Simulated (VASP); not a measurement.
Write the native input for VASP 6.6.1 that does the following.

```
Task                   : single point
Functional             : PBE
Potentials or basis    : VASP PAW PBE potentials, release 64 (Ge_d)
Cutoff                 : 520 eV
k mesh                 : 12 × 12 × 1
Occupations            : gaussian, width 0.1 eV
Spin                   : no spin polarisation
Dipole correction      : yes
Further INCAR settings : ALGO = Normal; EDIFF = 1e-06; NBANDS = 21
```

The structure of Ge lies in POSCAR:

```
Ge
1.0
    4.0510000000      0.0000000000      0.0000000000
   -2.0255000000      3.5082689107      0.0000000000
    0.0000000000      0.0000000000     28.0000000000
Ge
2
Direct
    0.3333333333      0.6666666667      0.5025892857
    0.6666666667      0.3333333333      0.4974107143
```

These files were run (other wordings do the same):

INCAR

```
ALGO = Normal
DIPOL = 0.5 0.5 0.500
EDIFF = 1E-6
ENCUT = 520
GGA = PE
IDIPOL = 3
ISIF = 2
ISMEAR = 0
LASPH = T
LCHARG = F
LDIPOL = T
LREAL = F
LWAVE = F
NBANDS = 21
NELM = 100
PREC = Accurate
SIGMA = 0.1
```

KPOINTS

```
k-points
0
Gamma
  12 12 1
```

Potentials or basis: VASP PAW PBE potentials, release 64 (Ge_d).

The run is started by

```sh
$ cat potpaw_PBE.64/Ge_d/POTCAR > POTCAR
$ mpirun -np 1 vasp_std > vasp.out
```

Results of the run:

```json
{
 "Largest force": "0.357 eV/Å",
 "Band gap on the k mesh": "zero (bands 14 and 15 overlap by 1.06 eV)"
}
```

Wall time 2.3 min on 1 thread of Intel(R) Xeon(R) 6975P-C (Granite Rapids), with other jobs on the host, peak memory 0.48 GiB.
